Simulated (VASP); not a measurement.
Crystal: AlN.

```
CELL_PARAMETERS angstrom
2.99600 0.00000 0.00000
-1.49800 2.59461 0.00000
0.00000 0.00000 5.14130
ATOMIC_POSITIONS crystal
Al 0.33333 0.66667 0.00152
Al 0.66667 0.33333 0.50152
N 0.33333 0.66667 0.38348
N 0.66667 0.33333 0.88348
```

```yaml
Program: VASP 6.6.1
Task: relaxation of the atoms
Functional: LDA
Potentials_or_basis: VASP PAW LDA potentials, release 64 (Al, N)
Cutoff: 520 eV
k_mesh: 9 × 9 × 6
Occupations: gaussian, width 0.05 eV
Spin: no spin polarisation
```

At the start: pressure 7.6 GPa; volume 9.99 Å³/atom.

**Question.** How do energy, volume and symmetry change on relaxing?

**Answer.** Over 3 steps the energy falls by 12.2 meV/atom at a fixed cell; space group P6_3mc (No. 186, to 0.1 Å) before and after.

Step by step:
```csv
step,energy change (eV),largest force (eV/Å),pressure (GPa)
1,0.0000,0.7507,7.56
2,-0.0473,0.1540,5.98
3,-0.0489,0.0007,6.13
```

Final structure:
```
Al N
1.0
     2.99600    0.00000    0.00000
    -1.49800    2.59461    0.00000
     0.00000    0.00000    5.14130
Al N
2 2
Direct
  0.33333 0.66667 0.00753
  0.66667 0.33333 0.50753
  0.33333 0.66667 0.37747
  0.66667 0.33333 0.87747
```
